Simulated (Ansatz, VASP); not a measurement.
# One calculation of WS2, two programs

```
W S
1.0
     3.69322    0.00000    0.00000
     0.00000    3.69322    0.00000
     0.00000    0.00000    6.12485
W S
1 2
Direct
  0.00000 0.00000 0.00000
  0.50000 0.00000 0.21688
  0.00000 0.50000 0.78312
```

Change from the starting cell: ordered vacancies on the cation sites of zinc blende (P-4m2, No. 115).

Alike in both runs: functional PBE; k mesh 4 × 4 × 4; occupations gaussian, width 0.1 eV; collinear spin.

Ansatz relaxed the structure, and its values are those at the end. VASP's run is a single point on that final structure, the one shown.

|  | VASP | Ansatz |
| --- | --- | --- |
| version | VASP 6.6.1 | Ansatz 0.2.0 |
| potentials or method | VASP PAW PBE potentials, release 64 (W_sv, S), cutoff 520 eV | scalar-relativistic, plane waves, PAW |
| valence electrons in the cell | 26 | 26 |

```tsv
	VASP	Ansatz	Ansatz less VASP
gap on the k mesh at the Fermi level (eV)	none	none	-
pressure (GPa)	-0.1	-0.1	-0.01
rms of the force components (eV/Å)	0.021	0.014	-0.0063
net moment per atom (μB)	0.23	0.23	-0.002
size of the moment on the site where the two differ most (μB)	0.51	0.35	-0.162
```

Site moments also hang on the region over which each program counts them. A gap of «none» marks a metal or a gap that the smearing closes. Ansatz's warnings: no starting moments.

The k mesh is coarse, so the values compare programs but aren't converged. Neither program's run includes spin-orbit coupling.
